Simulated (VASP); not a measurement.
Input of a VASP 6.6.1 run:

INCAR

```
PREC = Accurate
ENCUT = 500
EDIFF = 1E-8
ISMEAR = 0
SIGMA = 0.01
LREAL = False
LASPH = True
NELM = 120
ALGO = Normal
ISIF = 2
LWAVE = False
LCHARG = True
GGA = CA
NBANDS = 17
IBRION = 8
NSW = 1
LEPSILON = True
GGA_COMPAT = False
```

File KPOINTS:

```
Automatic mesh
0
Gamma
  8 8 8
```

File POSCAR:

```
TlBr
1.0
    3.8139320570      0.0000000000      0.0000000000
    0.0000000000      3.8139320570      0.0000000000
    0.0000000000      0.0000000000      3.8139320570
Tl Br
1 1
Direct
    0.0000000000      0.0000000000      0.0000000000
    0.5000000000      0.5000000000      0.5000000000
```

Potentials or basis: VASP PAW LDA potentials, release 64 (Tl_d, Br).

The run is started by

```console
$ cat potpaw_LDA.64/Tl_d/POTCAR potpaw_LDA.64/Br/POTCAR > POTCAR
$ mpirun -np 1 vasp_std > vasp.out
```

**Question.** Estimate the electronic dielectric tensor (diagonal).

**Answer.** 7.65.

**Question.** Predict the Born charges (mean of the diagonal).

**Answer.** Tl +2.26; Br -2.26 e.

**Question.** Estimate the highest phonon frequency at Γ, LO-TO splitting left out.

**Answer.** 54 cm⁻¹.

Phonon frequencies in cm⁻¹ (negative: imaginary):
```csv
q point,frequencies
"(0.000, 0.000, 0.000)",0 0 0 54 54 54
```
